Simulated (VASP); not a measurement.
# MgScF3 (Pm-3m) in VASP: single point with r2SCAN

Aim: the single point of MgScF3 with r2SCAN.

Everything below comes from runs of VASP 6.6.1. Logs are shortened: lines on timing, memory, paths and dates and some standing lists are left out, and cuts for length are marked.

### Step 1. The cell of the first run

It takes space group Pm-3m (No. 221, cubic). Conventional cell: a = 3.680 Å, b = 3.680 Å, c = 3.680 Å, α = 90.00°, β = 90.00°, γ = 90.00°. Within 3.4 Å of Sc (site symmetry m-3m) lie 12 F at 2.60 Å and 8 Mg at 3.19 Å. Mg (site symmetry m-3m) has 6 F at 1.84 Å within 2.4 Å. Within 2.4 Å of F (site symmetry 4/mmm) lie 2 Mg at 1.84 Å.

### Step 2. Single point, r2SCAN

File POSCAR:

```
MgScF3
1.0
    3.6804290000      0.0000000000      0.0000000000
    0.0000000000      3.6804290000      0.0000000000
    0.0000000000      0.0000000000      3.6804290000
Sc Mg F
1 1 3
Direct
    0.5000000000      0.5000000000      0.5000000000
    0.0000000000      0.0000000000      0.0000000000
    0.5000000000      0.0000000000      0.0000000000
    0.0000000000      0.5000000000      0.0000000000
    0.0000000000      0.0000000000      0.5000000000
```

File INCAR.step1:

```
SYSTEM = MgScF3
  PREC = Accurate
  ENCUT = 520
  ISMEAR = -1
  SIGMA = 0.1
  LREAL = .FALSE.
  LASPH = .TRUE.
  NELM = 80
  NBANDS = 25
  GGA = PE
  ALGO = Normal
  EDIFF = 1E-4
  LWAVE = .TRUE.
  LCHARG = .FALSE.
```

File INCAR.step2:

```
SYSTEM = MgScF3
  PREC = Accurate
  ENCUT = 520
  EDIFF = 1E-7
  ISMEAR = -1
  SIGMA = 0.1
  LREAL = .FALSE.
  LASPH = .TRUE.
  NELM = 80
  ALGO = Normal
  ISIF = 2
  LWAVE = .FALSE.
  LCHARG = .TRUE.
  METAGGA = R2SCAN
  LMIXTAU = .TRUE.
  LELF = .TRUE.
  LVHAR = .TRUE.
  NBANDS = 25
  ISTART = 1
```

File KPOINTS:

```
regular mesh
0
G
  9 9 9
  0 0 0
```

Potentials or basis: VASP PAW PBE potentials, release 64 (Sc_sv, Mg, F).

Launch:

```console
$ cat potpaw_PBE.64/Sc_sv/POTCAR potpaw_PBE.64/Mg/POTCAR potpaw_PBE.64/F/POTCAR > POTCAR
$ cp INCAR.step1 INCAR
$ mpirun -np 1 vasp_std > vasp.out
$ cp INCAR.step2 INCAR
$ mpirun -np 1 vasp_std > vasp.out
```

OUTCAR:

```text
SYSTEM = MgScF3
   PREC = Accurate
   ENCUT = 520
   EDIFF = 1E-7
   ISMEAR = -1
   LREAL = .FALSE.
   LASPH = .TRUE.
   NELM = 80
   ISIF = 2
   METAGGA = R2SCAN
   ISTART = 1

 ion  position               nearest neighbor table
   1  0.500  0.500  0.500-   3 2.60   4 2.60   5 2.60   3 2.60   4 2.60   3 2.60   5 2.60   3 2.60
                             4 2.60   5 2.60   4 2.60   5 2.60   2 3.19   2 3.19   2 3.19   2 3.19
   2  0.000  0.000  0.000-   3 1.84   4 1.84   5 1.84   5 1.84   4 1.84   3 1.84   1 3.19   1 3.19
                             1 3.19   1 3.19   1 3.19   1 3.19   1 3.19   1 3.19
   3  0.500  0.000  0.000-   2 1.84   2 1.84   1 2.60   1 2.60   1 2.60   1 2.60
   4  0.000  0.500  0.000-   2 1.84   2 1.84   1 2.60   1 2.60   1 2.60   1 2.60
   5  0.000  0.000  0.500-   2 1.84   2 1.84   1 2.60   1 2.60   1 2.60   1 2.60

  LATTYP: Found a simple cubic cell.
 ALAT       =     3.6804290000

  Lattice vectors:

 A1 = (   3.6804290000,   0.0000000000,   0.0000000000)
 A2 = (   0.0000000000,   3.6804290000,   0.0000000000)
 A3 = (   0.0000000000,   0.0000000000,   3.6804290000)

Analysis of symmetry for initial positions (statically):
=====================================================================
 Subroutine PRICEL returns:
 Original cell was already a primitive cell.

 Routine SETGRP: Setting up the symmetry group for a
 simple cubic supercell.

 Subroutine GETGRP returns: Found 48 space group operations
 (whereof 48 operations were pure point group operations)
 out of a pool of 48 trial point group operations.

The static configuration has the point symmetry O_h .

Analysis of symmetry for dynamics (positions and initial velocities):
=====================================================================
 Subroutine PRICEL returns:
 Original cell was already a primitive cell.

 Routine SETGRP: Setting up the symmetry group for a
 simple cubic supercell.

 Subroutine GETGRP returns: Found 48 space group operations
 (whereof 48 operations were pure point group operations)
 out of a pool of 48 trial point group operations.

The dynamic configuration has the point symmetry O_h .

 Subroutine INISYM returns: Found 48 space group operations
 (whereof 48 operations are pure point group operations),
 and found     1 'primitive' translations

----------------------------------------------------------------------------------------

                                     Primitive cell

  volume of cell :      49.8535

  direct lattice vectors                    reciprocal lattice vectors
     3.680429000  0.000000000  0.000000000     0.271707456  0.000000000  0.000000000
     0.000000000  3.680429000  0.000000000     0.000000000  0.271707456  0.000000000
     0.000000000  0.000000000  3.680429000     0.000000000  0.000000000  0.271707456

  length of vectors
     3.680429000  3.680429000  3.680429000     0.271707456  0.271707456  0.271707456

  position of ions in fractional coordinates (direct lattice)
     0.500000000  0.500000000  0.500000000
     0.000000000  0.000000000  0.000000000
     0.500000000  0.000000000  0.000000000
     0.000000000  0.500000000  0.000000000
     0.000000000  0.000000000  0.500000000

  ion indices of the primitive-cell ions
   primitive index   ion index
                 1           1
                 2           2
                 3           3
                 4           4
                 5           5

----------------------------------------------------------------------------------------

 KPOINTS: regular mesh

Automatic generation of k-mesh.
 Grid dimensions read from file:
 generate k-points for:    9    9    9

 Generating k-lattice:

  Cartesian coordinates                     Fractional coordinates (reciprocal lattice)
     0.030189717  0.000000000  0.000000000     0.111111111  0.000000000  0.000000000
     0.000000000  0.030189717  0.000000000     0.000000000  0.111111111  0.000000000
     0.000000000  0.000000000  0.030189717     0.000000000  0.000000000  0.111111111

  Length of vectors
     0.030189717  0.030189717  0.030189717

  Shift w.r.t. Gamma in fractional coordinates (k-lattice)
     0.000000000  0.000000000  0.000000000

 Subroutine IBZKPT returns following result:
 ===========================================

 Found     35 irreducible k-points:

 Following reciprocal coordinates:
            Coordinates               Weight
  0.000000  0.000000  0.000000      1.000000
  0.111111  0.000000  0.000000      6.000000
  0.222222  0.000000  0.000000      6.000000
  0.333333  0.000000  0.000000      6.000000
  0.444444  0.000000  0.000000      6.000000
  0.111111  0.111111  0.000000     12.000000
[... 16 lines left out ...]
  0.333333  0.333333  0.111111     24.000000
  0.444444  0.333333  0.111111     48.000000
 [... further k-points ...]
   k-points           NKPTS =     35   k-points in BZ     NKDIM =     35   number of bands    NBANDS=     25
   number of dos      NEDOS =    301   number of ions     NIONS =      5
   total plane-waves  NPLWV =  21952
   dimension x,y,z NGX =    28 NGY =   28 NGZ =   28
   dimension x,y,z NGXF=    56 NGYF=   56 NGZF=   56
   ions per type =               1   1   3
   NGX,Y,Z   is equivalent  to a cutoff of  12.65, 12.65, 12.65 a.u.
   NGXF,Y,Z  is equivalent  to a cutoff of  25.30, 25.30, 25.30 a.u.
 SYSTEM =  MgScF3
   PREC   = accura    normal or accurate (medium, high low for compatibility)
   ISTART =      1    job   : 0-new  1-cont  2-samecut
   ICHARG =      0    charge: 1-file 2-atom 10-const
   ISPIN  =      1    spin polarized calculation?
   LNONCOLLINEAR =      F non collinear calculations
   LSORBIT =      F    spin-orbit coupling
   LASPH  =      T    aspherical Exc in radial PAW
   ENCUT  =  520.0 eV  38.22 Ry    6.18 a.u.   6.84  6.84  6.84*2*pi/ulx,y,z
   NELM   =     80;   NELMIN=  2; NELMDL=  0     # of ELM steps
   EDIFF  = 0.1E-06   stopping-criterion for ELM
   LREAL  =      F    real-space projection
   EDIFFG = 0.1E-05   stopping-criterion for IOM
   NSW    =      0    number of steps for IOM
   IBRION =     -1    ionic relax: 0-MD 1-quasi-New 2-CG
   NFREE  =      0    steps in history (QN), initial steepest desc. (CG)
   ISIF   =      2    stress and relaxation
   ISYM   =      2    0-nonsym 1-usesym 2-fastsym
   POTIM  = 0.5000    time-step for ionic-motion
   TEBEG  =    0.0;   TEEND  =   0.0 temperature during run
   PSTRESS=    0.0 pullay stress
   NELECT =      34.0000    total number of electrons
   NUPDOWN=      -1.0000    fix difference up-down
   EMIN   =  10.00;   EMAX   =-10.00  energy-range for DOS
   EFERMI =   0.00;   METHOD = LEGACY
   ISMEAR =    -1;   SIGMA  =   0.10  broadening in eV -4-tet -1-fermi 0-gaus
   EFERMI_NEDOS =   21; number of points for ismear=-14 and -15
   IALGO  =     38    algorithm
   IMIX   =      4    mixing-type and parameters
     AMIX     =   0.40;   BMIX     =  1.00
     AMIX_MAG =   1.60;   BMIX_MAG =  1.00
  volume/ion in A,a.u.               =       9.97        67.29
  Fermi-wavevector in a.u.,A,eV,Ry     =   1.441018  2.723129 28.252939  2.076532
  Thomas-Fermi vector in A             =   2.559697
   LORBIT       =      0    0 simple, 1 ext, 2 COOP (PROOUT), +10 PAW based schemes
   METAGGA = R2SCAN    functional components
   LHFCALC =     F    Hartree Fock is set to
   AEXX    =    0.0000 exact exchange contribution
   IVDW    =     0    specifies the selected vdW correction
   LEPSILON=     F    determine dielectric tensor
   LRPA    =     F    only Hartree local field effects (RPA)
 non-spin polarized calculation
  energy-cutoff  :      520.00
  volume of cell :       49.85
 maximum number of plane-waves:      1357
 NGX is ok and might be reduce to    28
   NGX = 13   NGY = 13   NGZ = 13

 number of electron      33.9999969 magnetization

 Free energy of the ion-electron system (eV)
  ---------------------------------------------------
  ext. energy  EPLUGINS =         0.00000000
  ---------------------------------------------------
  free energy    TOTEN  =       -37.28730469 eV

  energy without entropy =      -37.17465455  energy(sigma->0) =      -37.23097962

 E-fermi :   9.2119     XC(G=0): -11.8193

 val. band max:        9.2048138545   @ k =   0.4444   0.1111   0.1111
 cond. band min:       9.2277151558   @ k =   0.4444   0.2222   0.1111
 fundamental gap:      0.0229013013
 Fermi energy:         9.2119348566

 k-point     1 :       0.0000    0.0000    0.0000
  band No.  band energies     occupation
      1     -43.7972      2.00000
      2     -22.5116      2.00000
      3     -21.5964      2.00000
      4     -21.5964      2.00000
      5     -21.5964      2.00000
      6     -21.3515      2.00000
[... 17 lines left out ...]
     24      19.3767      0.00000
     25      19.3767      0.00000

 k-point     2 :       0.1111    0.0000    0.0000
  band No.  band energies     occupation
      1     -43.7964      2.00000
      2     -22.5241      2.00000
      3     -21.6380      2.00000
      4     -21.5950      2.00000
      5     -21.5950      2.00000
      6     -21.3491      2.00000
[... 17 lines left out ...]
     24      18.6052      0.00000
     25      19.1204      0.00000

 k-point     3 :       0.2222    0.0000    0.0000
  band No.  band energies     occupation
      1     -43.7946      2.00000
      2     -22.5619      2.00000
      3     -21.6804      2.00000
      4     -21.5915      2.00000
      5     -21.5915      2.00000
      6     -21.3428      2.00000
[... 17 lines left out ...]
     24      18.0959      0.00000
     25      18.6963      0.00000

 k-point     4 :       0.3333    0.0000    0.0000
  band No.  band energies     occupation
      1     -43.7925      2.00000
      2     -22.6125      2.00000
      3     -21.6813      2.00000
      4     -21.5875      2.00000
      5     -21.5874      2.00000
      6     -21.3361      2.00000
[... 17 lines left out ...]
     24      18.1175      0.00000
     25      18.3282      0.00000
[... 477 lines left out ...]
 k-point    22 :       0.4444    0.2222    0.1111
  band No.  band energies     occupation
      1     -43.7881      2.00000
      2     -22.4745      2.00000
      3     -21.9800      2.00000
      4     -21.6039      2.00000
      5     -21.4219      2.00000
      6     -21.2670      2.00000
[... 17 lines left out ...]
     24      16.6079      0.00000
     25      17.9166      0.00000

 k-point    23 :       0.3333    0.3333    0.1111
  band No.  band energies     occupation
      1     -43.7875      2.00000
      2     -22.3899      2.00000
      3     -22.0422      2.00000
      4     -21.6328      2.00000
      5     -21.4494      2.00000
      6     -21.2141      2.00000
[... 17 lines left out ...]
     24      15.2819      0.00000
     25      17.9017      0.00000

 k-point    24 :       0.4444    0.3333    0.1111
  band No.  band energies     occupation
      1     -43.7862      2.00000
      2     -22.3293      2.00000
      3     -22.0795      2.00000
      4     -21.6041      2.00000
      5     -21.5369      2.00000
      6     -21.1819      2.00000
[... 17 lines left out ...]
     24      15.4025      0.00000
     25      18.1070      0.00000

 [... further k-points ...]
[... 5 lines left out ...]
  --------------------------------------------------------------------------------------
  -------------------------------------------------------------------------------------
  Total        8.9876000      8.9876000      8.9876000      0.0000000      0.0000000      0.0000000
  in kB      288.8410982    288.8410982    288.8410982      0.0000000      0.0000000      0.0000000
  external PRESSURE =     288.8410982 kB  Pullay stress =       0.0000000 kB

 VOLUME and BASIS-vectors are now :
 -----------------------------------------------------------------------------
  energy-cutoff  :      520.00
  volume of cell :       49.85
      direct lattice vectors                 reciprocal lattice vectors
     3.680429000  0.000000000  0.000000000     0.271707456  0.000000000  0.000000000
     0.000000000  3.680429000  0.000000000     0.000000000  0.271707456  0.000000000
     0.000000000  0.000000000  3.680429000     0.000000000  0.000000000  0.271707456

 POSITION                                       TOTAL-FORCE (eV/Angst)
 -----------------------------------------------------------------------------------
      1.84021      1.84021      1.84021         0.000000      0.000000      0.000000
      0.00000      0.00000      0.00000         0.000000      0.000000      0.000000
      1.84021      0.00000      0.00000         0.000000      0.000000      0.000000
      0.00000      1.84021      0.00000         0.000000      0.000000      0.000000
      0.00000      0.00000      1.84021         0.000000      0.000000      0.000000
 -----------------------------------------------------------------------------------
    total drift:                                0.000000      0.000000     -0.000000

  FREE ENERGIE OF THE ION-ELECTRON SYSTEM (eV)
  ---------------------------------------------------
  free  energy   TOTEN  =       -37.2873046932 eV

  energy  without entropy=      -37.1746545519  energy(sigma->0) =      -37.23097962
```

Wall time 2.7 min (1 thread of Intel Xeon Platinum 8259CL at 2.50GHz (Skylake/Cascade Lake), shared host); peak memory 0.19 GiB.

What came out:

| Property | Result |
| --- | --- |
| Free energy | -37.2873 eV |
| Pressure | 28.9 GPa |
| Band gap on the k mesh | zero (band 17 reaches 9.62 eV, above the bottom of band 18 at 7.84 eV) |

Caveat: the PAW data sets were made with another functional, which shifts forces and pressure a little.
